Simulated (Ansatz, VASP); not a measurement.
# Two plane-wave programs on Si4IrPd

File INCAR:

```
PREC = Accurate
ENCUT = 600
EDIFF = 1E-6
ISMEAR = 0
SIGMA = 0.1
LREAL = False
LASPH = True
NELM = 60
ALGO = Normal
ISIF = 3
LWAVE = False
LCHARG = False
GGA = PE
IBRION = 2
NSW = 100
EDIFFG = -0.01
```

The input KPOINTS:

```
regular mesh
0
Gamma
  8 8 6
```

File POSCAR:

```
Si4IrPd
1.0
    4.1248990696      0.0000000000      0.0000000000
    0.0000000000      4.1248990696      0.0000000000
    0.0000000000      0.0000000000      5.6061405638
Si Pd Ir
4 1 1
Direct
    0.0000000000      0.5000000000      0.7534149436
    0.5000000000      0.0000000000      0.7534149436
    0.0000000000      0.5000000000      0.2465850564
    0.5000000000      0.0000000000      0.2465850564
    0.5000000000      0.5000000000      0.5000000000
    0.0000000000      0.0000000000      0.0000000000
```

Input for Ansatz:

```yaml
crystal:
  lattice:
    - [4.1248990696, 0.0, 0.0]
    - [0.0, 4.1248990696, 0.0]
    - [0.0, 0.0, 5.6061405638]
  atoms:
    - { symbol: Si, position: [0.0, 0.5, 0.7534149436] }
    - { symbol: Si, position: [0.5, 0.0, 0.7534149436] }
    - { symbol: Si, position: [0.0, 0.5, 0.2465850564] }
    - { symbol: Si, position: [0.5, 0.0, 0.2465850564] }
    - { symbol: Pd, position: [0.5, 0.5, 0.5] }
    - { symbol: Ir, position: [0.0, 0.0, 0.0] }
basis:
  ecutwfc: 420
kpoints:
  mp_grid: { grid: [8, 8, 6] }
hamiltonian:
  xc: pbe
scf:
  occupations: { method: gaussian, width: 0.1 }
output:
  forces: true
  stress: true
  eigenvalues: true
relax:
  adjacent_minimum: "off"
  f_tol: 0.01
  max_steps: 80
  cell: { stress_tol: 0.05 }
```

Alike in both runs: task relaxation of cell and atoms; functional PBE; k mesh 8 × 8 × 6; occupations gaussian, width 0.1 eV; no spin polarisation.

|  | VASP | Ansatz |
| --- | --- | --- |
| version | VASP 6.6.1 | Ansatz 0.2.0 |
| potentials or method | VASP PAW PBE potentials, release 64 (Si, Pd, Ir), cutoff 600 eV | scalar-relativistic, plane waves, PAW |
| valence electrons in the cell | 35 | 51 |

Ansatz gave:

| Quantity | Value |
| --- | --- |
| gap on the k mesh at the Fermi level, each at its own relaxed structure (eV) | none |
| relaxed volume (Å³/atom) | 15.85 |
| relaxed cell length with the largest relative difference (Å) | 4.084 |

Task: Which values does VASP return?

Result: gap on the k mesh at the Fermi level, each at its own relaxed structure (eV): none; relaxed volume (Å³/atom): 15.87; relaxed cell length with the largest relative difference (Å): 4.086.

A gap of «none» marks a metal or a gap that the smearing closes. VASP's potentials hold 35 valence electrons a cell and Ansatz's 51, so a difference there can come from the potentials and not from the codes.

Spin-orbit coupling is off throughout.
